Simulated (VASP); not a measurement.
Here is a VASP 6.6.1 calculation.

Contents of INCAR:

```
ALGO = Normal
EDIFF = 1E-6
ENCUT = 520
GGA = PE
ISIF = 2
ISMEAR = 0
LASPH = T
LCHARG = F
LREAL = F
LWAVE = F
NBANDS = 26
NELM = 80
PREC = Accurate
SIGMA = 0.1
```

Contents of KPOINTS:

```
k-points
0
Gamma
  6 6 4
```

File POSCAR:

```
Zn2Si2N
1.0
    3.6370033600      0.0000000000      0.0000000000
    0.0000000000      3.6370033600      0.0000000000
    0.0000000000      0.0000000000      5.7455930500
Zn Si N
2 2 1
Direct
    0.0000000000      0.0000000000      0.2651146300
    0.0000000000      0.0000000000      0.7348853700
    0.0000000000      0.5000000000      0.5000000000
    0.5000000000      0.0000000000      0.5000000000
    0.0000000000      0.0000000000      0.0000000000
```

Potentials or basis: VASP PAW PBE potentials, release 64 (Zn, Si, N).

The run is started by

```console
$ cat potpaw_PBE.64/Zn/POTCAR potpaw_PBE.64/Si/POTCAR potpaw_PBE.64/N/POTCAR > POTCAR
$ mpirun -np 1 vasp_std > vasp.out
```

(1) What does it give for the largest force?

(2) What does it give for the pressure?

## Answers

(1) 6.184 eV/Å.

(2) 51.3 GPa.

Caveat: forces of over 1 eV/Å act on the atoms, so gaps and moduli don't describe the material at rest.
